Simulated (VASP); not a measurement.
**ZrGa2Se2: relaxation of cell and atoms with PBE**

ZrGa2Se2:

```
CELL_PARAMETERS angstrom
4.26025 0.00000 0.00000
-2.13013 3.68949 0.00000
0.00000 0.00000 7.14504
ATOMIC_POSITIONS crystal
Zr 0.00000 0.00000 0.00000
Ga 0.33333 0.66667 0.63487
Ga 0.66667 0.33333 0.36513
Se 0.66667 0.33333 0.74567
Se 0.33333 0.66667 0.25433
```

The cell was built from a structure type or drawn by symmetry, and may not be a known phase.

* Program: VASP 6.6.1
* Task: relaxation of cell and atoms
* Functional: PBE
* Potentials or basis: VASP PAW PBE potentials, release 64 (Zr_sv, Ga_d, Se)
* Cutoff: 600 eV
* k mesh: 6 × 6 × 4
* Occupations: gaussian, width 0.1 eV
* Spin: no spin polarisation
* Dipole correction: no
* Further INCAR settings: ALGO = Normal; EDIFF = 1e-06; IBRION = 2; EDIFFG = -0.04; NSW = 90; ISIF = 3

```yaml
Relaxed_volume: 23.17 Å³/atom
Relaxed_cell: a = 3.727 Å, b = 3.727 Å, c = 9.629 Å, α = 90.00°, β = 90.00°, γ = 120.00°
Space_group_after_relaxing_to_0.1_Å: P-3m1 (No. 164)
Energy_gained_by_relaxing: 664.5 meV/atom
Ionic_steps: 42
Pressure_after_relaxing: -0.1 GPa
Largest_force_after_relaxing: 0.027 eV/Å
Band_gap_on_the_k_mesh: zero (bands 25 and 26 overlap by 0.73 eV)
```

Forces on the atoms (eV/Å):
```
Zr   0.000  0.000  0.000
Ga   0.000  0.000 -0.027
Ga   0.000  0.000  0.027
Se   0.000  0.000 -0.013
Se   0.000  0.000  0.013
```

Stress tensor (GPa, compression positive):
```
-0.12  0.00  0.00
 0.00 -0.12  0.00
 0.00  0.00 -0.04
```

Step by step:
```
step  energy change (eV)  largest force (eV/Å)  pressure (GPa)  volume (Å³)
   1              0.0000                2.7843            4.69       112.31
   3             -1.1004                1.6373           -4.29       132.80
   5             -1.8218                1.0269           -3.04       128.85
   7             -2.2783                0.5455            1.21       122.73
   9             -2.4453                0.4389           -1.78       129.77
  11             -2.5243                0.4503           -4.10       133.95
  13             -2.6759                1.1480           -6.85       132.03
  15             -2.9256                0.6629           -4.55       126.90
  17             -2.6841                0.2249            9.57        97.50
  19             -3.1905                0.3865           -0.06       112.61
  21             -3.2334                0.3638            0.83       112.54
  23             -3.2404                0.3439            1.46       112.48
  25             -3.2725                0.2416            0.07       115.75
  27             -3.2777                0.2045           -0.70       118.00
  29             -3.2997                0.1278           -0.04       117.20
  31             -3.3045                0.1620            0.46       116.71
  33             -3.3110                0.0324           -0.33       118.12
  35             -3.3148                0.0487           -0.16       118.04
  37             -3.3172                0.1116            0.19       117.34
  39             -3.3190                0.0522           -0.27       117.72
  41             -3.3215                0.0617           -0.02       116.14
  42             -3.3225                0.0272           -0.09       115.86
```

Final structure:
```yaml
crystal:
  lattice:
    - [3.72737, 0.00000, 0.00000]
    - [-1.86368, 3.22800, 0.00000]
    - [0.00000, 0.00000, 9.62908]
  atoms:
    - { symbol: Zr, position: [0.00000, 0.00000, 0.00000] }
    - { symbol: Ga, position: [0.33333, 0.66667, 0.58573] }
    - { symbol: Ga, position: [0.66667, 0.33333, 0.41427] }
    - { symbol: Se, position: [0.66667, 0.33333, 0.82628] }
    - { symbol: Se, position: [0.33333, 0.66667, 0.17372] }
```

Levels at points of the mesh, in eV from the Fermi level:
```
           k point  band 23  band 24  band 25  band 26  band 27  band 28
(0.00, 0.00, 0.00)    -1.05    -0.10     0.48     0.57     0.57     2.12
(0.50, 0.00, 0.00)    -2.62    -2.16    -1.12     0.15     0.68     1.55
(0.00, 0.00, 0.50)    -1.07    -1.07     0.57     0.57     1.01     3.09
(0.50, 0.00, 0.50)    -3.29    -2.11    -0.56     0.33     0.38     1.28
```

Wall time 24 min on 1 thread of Intel(R) Xeon(R) 6975P-C (Granite Rapids), with other jobs on the host, peak memory 0.35 GiB.

Caveat: a cell axis changed by over 15 % at a fixed basis, so the end point is rough.
